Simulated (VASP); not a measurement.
# Zn3PbN (Pm-3m) in VASP: a series of runs

The runs below take Zn3PbN through single point, relaxation of cell and atoms, with PBE.

All numbers are computed with VASP 6.6.1; they aren't measurements. Logs are shortened: lines on timing, memory, paths and dates and some standing lists are left out, and cuts for length are marked.

### Step 1. The cell of the first run

The structure is cubic, space group Pm-3m (No. 221). Conventional cell: a = 5.243 Å, b = 5.243 Å, c = 5.243 Å, α = 90.00°, β = 90.00°, γ = 90.00°. Zn (site symmetry 4/mmm) has 2 Pb at 2.62 Å within 3.5 Å. Pb (site symmetry m-3m) has 6 Zn at 2.62 Å within 3.5 Å. N (site symmetry m-3m) has 12 Zn at 3.71 Å and 8 Pb at 4.54 Å within 4.9 Å.

### Step 2. Single point, PBE

INCAR reads:

```
SYSTEM = Zn3PbN
PREC     = Accurate       ! precision mode
ENCUT    = 520            ! plane-wave cutoff, eV
EDIFF    = 1E-6           ! SCF threshold, eV
ISMEAR   = 0              ! smearing method
SIGMA    = 0.1            ! smearing width, eV
LREAL    = .FALSE.        ! projectors in reciprocal space
LASPH    = .TRUE.         ! aspherical terms in the spheres
NELM     = 100            ! most SCF steps
ALGO     = Normal         ! electronic algorithm
ISIF     = 2              ! what is computed and relaxed
LWAVE    = .FALSE.        ! write WAVECAR
LCHARG   = .FALSE.        ! write CHGCAR
GGA      = PE             ! functional
NBANDS   = 36             ! bands
```

KPOINTS reads:

```
Automatic mesh
0
G
  8 8 8
  0 0 0
```

POSCAR reads:

```
Zn3PbN
1.0
    5.2430907625      0.0000000000      0.0000000000
    0.0000000000      5.2430907625      0.0000000000
    0.0000000000      0.0000000000      5.2430907625
Zn Pb N
3 1 1
Direct
    0.0000000000      0.5000000000      0.5000000000
    0.5000000000      0.0000000000      0.5000000000
    0.5000000000      0.5000000000      0.0000000000
    0.5000000000      0.5000000000      0.5000000000
    0.0000000000      0.0000000000      0.0000000000
```

Potentials or basis: VASP PAW PBE potentials, release 64 (Zn, Pb_d, N).

Launch:

```sh
$ cat potpaw_PBE.64/Zn/POTCAR potpaw_PBE.64/Pb_d/POTCAR potpaw_PBE.64/N/POTCAR > POTCAR
$ mpirun -np 1 vasp_std > vasp.out
```

OUTCAR:

```text
SYSTEM = Zn3PbN
   PREC = Accurate
   ENCUT = 520
   EDIFF = 1E-6
   ISMEAR = 0
   LREAL = .FALSE.
   LASPH = .TRUE.
   NELM = 100
   ISIF = 2
   GGA = PE

 ion  position               nearest neighbor table
   1  0.000  0.500  0.500-   4 2.62   4 2.62
   2  0.500  0.000  0.500-   4 2.62   4 2.62
   3  0.500  0.500  0.000-   4 2.62   4 2.62
   4  0.500  0.500  0.500-   1 2.62   2 2.62   3 2.62   3 2.62   2 2.62   1 2.62
   5  0.000  0.000  0.000-

  LATTYP: Found a simple cubic cell.
 ALAT       =     5.2430907625

  Lattice vectors:

 A1 = (   5.2430907625,   0.0000000000,   0.0000000000)
 A2 = (   0.0000000000,   5.2430907625,   0.0000000000)
 A3 = (   0.0000000000,   0.0000000000,   5.2430907625)

Analysis of symmetry for initial positions (statically):
=====================================================================
 Subroutine PRICEL returns:
 Original cell was already a primitive cell.

 Routine SETGRP: Setting up the symmetry group for a
 simple cubic supercell.

 Subroutine GETGRP returns: Found 48 space group operations
 (whereof 48 operations were pure point group operations)
 out of a pool of 48 trial point group operations.

The static configuration has the point symmetry O_h .

Analysis of symmetry for dynamics (positions and initial velocities):
=====================================================================
 Subroutine PRICEL returns:
 Original cell was already a primitive cell.

 Routine SETGRP: Setting up the symmetry group for a
 simple cubic supercell.

 Subroutine GETGRP returns: Found 48 space group operations
 (whereof 48 operations were pure point group operations)
 out of a pool of 48 trial point group operations.

The dynamic configuration has the point symmetry O_h .

 Subroutine INISYM returns: Found 48 space group operations
 (whereof 48 operations are pure point group operations),
 and found     1 'primitive' translations

----------------------------------------------------------------------------------------

                                     Primitive cell

  volume of cell :     144.1326

  direct lattice vectors                    reciprocal lattice vectors
     5.243090762  0.000000000  0.000000000     0.190727196  0.000000000  0.000000000
     0.000000000  5.243090762  0.000000000     0.000000000  0.190727196  0.000000000
     0.000000000  0.000000000  5.243090762     0.000000000  0.000000000  0.190727196

  length of vectors
     5.243090762  5.243090762  5.243090762     0.190727196  0.190727196  0.190727196

  position of ions in fractional coordinates (direct lattice)
     0.000000000  0.500000000  0.500000000
     0.500000000  0.000000000  0.500000000
     0.500000000  0.500000000  0.000000000
     0.500000000  0.500000000  0.500000000
     0.000000000  0.000000000  0.000000000

  ion indices of the primitive-cell ions
   primitive index   ion index
                 1           1
                 2           2
                 3           3
                 4           4
                 5           5

----------------------------------------------------------------------------------------

 KPOINTS: Automatic mesh

Automatic generation of k-mesh.
 Grid dimensions read from file:
 generate k-points for:    8    8    8

 Generating k-lattice:

  Cartesian coordinates                     Fractional coordinates (reciprocal lattice)
     0.023840900  0.000000000  0.000000000     0.125000000  0.000000000  0.000000000
     0.000000000  0.023840900  0.000000000     0.000000000  0.125000000  0.000000000
     0.000000000  0.000000000  0.023840900     0.000000000  0.000000000  0.125000000

  Length of vectors
     0.023840900  0.023840900  0.023840900

  Shift w.r.t. Gamma in fractional coordinates (k-lattice)
     0.000000000  0.000000000  0.000000000

 Subroutine IBZKPT returns following result:
 ===========================================

 Found     35 irreducible k-points:

 Following reciprocal coordinates:
            Coordinates               Weight
  0.000000  0.000000  0.000000      1.000000
  0.125000  0.000000  0.000000      6.000000
  0.250000  0.000000  0.000000      6.000000
  0.375000  0.000000  0.000000      6.000000
  0.500000  0.000000  0.000000      3.000000
  0.125000  0.125000  0.000000     12.000000
[... 16 lines left out ...]
  0.375000  0.375000  0.125000     24.000000
  0.500000  0.375000  0.125000     24.000000
 [... further k-points ...]
   k-points           NKPTS =     35   k-points in BZ     NKDIM =     35   number of bands    NBANDS=     36
   number of dos      NEDOS =    301   number of ions     NIONS =      5
   total plane-waves  NPLWV =  64000
   dimension x,y,z NGX =    40 NGY =   40 NGZ =   40
   dimension x,y,z NGXF=    80 NGYF=   80 NGZF=   80
   ions per type =               3   1   1
   NGX,Y,Z   is equivalent  to a cutoff of  12.68, 12.68, 12.68 a.u.
   NGXF,Y,Z  is equivalent  to a cutoff of  25.37, 25.37, 25.37 a.u.
 SYSTEM =  Zn3PbN
   PREC   = accura    normal or accurate (medium, high low for compatibility)
   ISTART =      0    job   : 0-new  1-cont  2-samecut
   ICHARG =      2    charge: 1-file 2-atom 10-const
   ISPIN  =      1    spin polarized calculation?
   LNONCOLLINEAR =      F non collinear calculations
   LSORBIT =      F    spin-orbit coupling
   LASPH  =      T    aspherical Exc in radial PAW
   ENCUT  =  520.0 eV  38.22 Ry    6.18 a.u.   9.75  9.75  9.75*2*pi/ulx,y,z
   NELM   =    100;   NELMIN=  2; NELMDL= -5     # of ELM steps
   EDIFF  = 0.1E-05   stopping-criterion for ELM
   LREAL  =      F    real-space projection
   EDIFFG = 0.1E-04   stopping-criterion for IOM
   NSW    =      0    number of steps for IOM
   IBRION =     -1    ionic relax: 0-MD 1-quasi-New 2-CG
   NFREE  =      0    steps in history (QN), initial steepest desc. (CG)
   ISIF   =      2    stress and relaxation
   ISYM   =      2    0-nonsym 1-usesym 2-fastsym
   POTIM  = 0.5000    time-step for ionic-motion
   TEBEG  =    0.0;   TEEND  =   0.0 temperature during run
   PSTRESS=    0.0 pullay stress
   NELECT =      55.0000    total number of electrons
   NUPDOWN=      -1.0000    fix difference up-down
   EMIN   =  10.00;   EMAX   =-10.00  energy-range for DOS
   EFERMI =   0.00;   METHOD = LEGACY
   ISMEAR =     0;   SIGMA  =   0.10  broadening in eV -4-tet -1-fermi 0-gaus
   EFERMI_NEDOS =   21; number of points for ismear=-14 and -15
   IALGO  =     38    algorithm
   IMIX   =      4    mixing-type and parameters
     AMIX     =   0.40;   BMIX     =  1.00
     AMIX_MAG =   1.60;   BMIX_MAG =  1.00
  volume/ion in A,a.u.               =      28.83       194.53
  Fermi-wavevector in a.u.,A,eV,Ry     =   1.187431  2.243919 19.184108  1.409992
  Thomas-Fermi vector in A             =   2.323582
   LORBIT       =      0    0 simple, 1 ext, 2 COOP (PROOUT), +10 PAW based schemes
   GGA     = PE    functional components
   LHFCALC =     F    Hartree Fock is set to
   AEXX    =    0.0000 exact exchange contribution
   IVDW    =     0    specifies the selected vdW correction
   LEPSILON=     F    determine dielectric tensor
   LRPA    =     F    only Hartree local field effects (RPA)
 non-spin polarized calculation
 Gauss-broadening in eV      SIGMA  =   0.10
  energy-cutoff  :      520.00
  volume of cell :      144.13
 maximum number of plane-waves:      3912
 NGX is ok and might be reduce to    40
   NGX = 19   NGY = 19   NGZ = 19

 number of electron      54.9999978 magnetization

 Free energy of the ion-electron system (eV)
  ---------------------------------------------------
  ext. energy  EPLUGINS =         0.00000000
  ---------------------------------------------------
  free energy    TOTEN  =        -6.66588953 eV

  energy without entropy =       -6.59676864  energy(sigma->0) =       -6.63132909

 E-fermi :   0.5807     XC(G=0):  -8.2767

 val. band max:        0.5802542938   @ k =   0.2500   0.2500   0.1250
 cond. band min:       0.5825132311   @ k =   0.3750   0.3750   0.1250
 fundamental gap:      0.0022589373
 Fermi energy:         0.5807404127

 k-point     1 :       0.0000    0.0000    0.0000
  band No.  band energies     occupation
      1     -16.6683      2.00000
      2     -16.6683      2.00000
      3     -16.4693      2.00000
      4     -16.4693      2.00000
      5     -16.4693      2.00000
      6     -10.6853      2.00000
[... 28 lines left out ...]
     35       6.1269      0.00000
     36       6.1269      0.00000

 k-point     2 :       0.1250    0.0000    0.0000
  band No.  band energies     occupation
      1     -16.6683      2.00000
      2     -16.6623      2.00000
      3     -16.4693      2.00000
      4     -16.4688      2.00000
      5     -16.4688      2.00000
      6     -10.6762      2.00000
[... 28 lines left out ...]
     35       5.8417      0.00000
     36       5.9776      0.00000

 k-point     3 :       0.2500    0.0000    0.0000
  band No.  band energies     occupation
      1     -16.6682      2.00000
      2     -16.6477      2.00000
      3     -16.4692      2.00000
      4     -16.4677      2.00000
      5     -16.4677      2.00000
      6     -10.6554      2.00000
[... 28 lines left out ...]
     35       5.2965      0.00000
     36       5.7984      0.00000
[... 742 lines left out ...]
 k-point    23 :       0.3750    0.3750    0.1250
  band No.  band energies     occupation
      1     -16.6445      2.00000
      2     -16.6147      2.00000
      3     -16.4659      2.00000
      4     -16.4659      2.00000
      5     -16.4638      2.00000
      6     -10.6192      2.00000
[... 28 lines left out ...]
     35       5.7831      0.00000
     36       5.9007      0.00000

 k-point    24 :       0.5000    0.3750    0.1250
  band No.  band energies     occupation
      1     -16.6432      2.00000
      2     -16.6098      2.00000
      3     -16.4659      2.00000
      4     -16.4654      2.00000
      5     -16.4634      2.00000
      6     -10.6168      2.00000
[... 28 lines left out ...]
     35       5.8620      0.00000
     36       6.8615      0.00000

 [... further k-points ...]

------------------------ aborting loop because EDIFF is reached ----------------------------------------

  FORCE on cell =-STRESS in cart. coord.  units (eV):
  Direction    XX          YY          ZZ          XY          YZ          ZX
  --------------------------------------------------------------------------------------
  -------------------------------------------------------------------------------------
  Total        0.0563749      0.0563749      0.0563749      0.0000000      0.0000000     -0.0000000
  in kB        0.6266636      0.6266636      0.6266636      0.0000000      0.0000000     -0.0000000
  external PRESSURE =       0.6266636 kB  Pullay stress =       0.0000000 kB

 VOLUME and BASIS-vectors are now :
 -----------------------------------------------------------------------------
  energy-cutoff  :      520.00
  volume of cell :      144.13
      direct lattice vectors                 reciprocal lattice vectors
     5.243090762  0.000000000  0.000000000     0.190727196  0.000000000  0.000000000
     0.000000000  5.243090762  0.000000000     0.000000000  0.190727196  0.000000000
     0.000000000  0.000000000  5.243090762     0.000000000  0.000000000  0.190727196

 POSITION                                       TOTAL-FORCE (eV/Angst)
 -----------------------------------------------------------------------------------
      0.00000      2.62155      2.62155         0.000000      0.000000      0.000000
      2.62155      0.00000      2.62155         0.000000      0.000000      0.000000
      2.62155      2.62155      0.00000         0.000000      0.000000      0.000000
      2.62155      2.62155      2.62155         0.000000      0.000000      0.000000
      0.00000      0.00000      0.00000         0.000000      0.000000      0.000000
 -----------------------------------------------------------------------------------
    total drift:                               -0.000000     -0.000000     -0.000000

  FREE ENERGIE OF THE ION-ELECTRON SYSTEM (eV)
  ---------------------------------------------------
  free  energy   TOTEN  =        -6.6658895322 eV

  energy  without entropy=       -6.5967686408  energy(sigma->0) =       -6.63132909
```

Wall time 2.1 min (1 thread of AMD EPYC 9R45 (Zen 5), shared host); peak memory 0.31 GiB.

What came out:

| Item | Value |
| --- | --- |
| Free energy | -6.6659 eV |
| Pressure | 0.1 GPa |
| Band gap on the k mesh | zero (an odd number of electrons rules out a gap without spin polarisation) |

Caveat: spin-orbit coupling is left out, which moves the levels of the heavy elements.

[end of part 1 of 3]
